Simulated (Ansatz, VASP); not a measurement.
**HgTe: VASP beside Ansatz**

```
Hg Te
1.0
     0.00000    3.21785    3.21785
     3.21785    0.00000    3.21785
     3.21785    3.21785    0.00000
Hg Te
1 1
Direct
  0.00000 0.00000 0.00000
  0.25000 0.25000 0.25000
```

Alike in both runs: functional LDA; k mesh 8 × 8 × 8; occupations gaussian, width 0.05 eV; no spin polarisation.

Ansatz relaxed the structure, and its values are those at the end. VASP's run is a single point on that final structure, the one shown.

|  | VASP | Ansatz |
| --- | --- | --- |
| version | VASP 6.6.1 | Ansatz 0.2.0 |
| potentials or method | VASP PAW LDA potentials, release 64 (Hg, Te) | scalar-relativistic, plane waves, PAW |
| plane-wave cutoff (eV) | 520 | 420 |
| valence electrons in the cell | 18 | 36 |

```csv
,VASP,Ansatz,Ansatz less VASP
gap on the k mesh at the Fermi level (eV),none,none,-
pressure (GPa),0.3,0.0,-0.27
```

LDA's correlation is that of Perdew and Zunger in VASP and of Perdew and Wang (1992) in Ansatz. A gap of «none» marks a metal or a gap that the smearing closes. VASP's potentials hold 18 valence electrons a cell and Ansatz's 36, so a difference there can come from the potentials and not from the codes.

Spin-orbit coupling is off throughout.
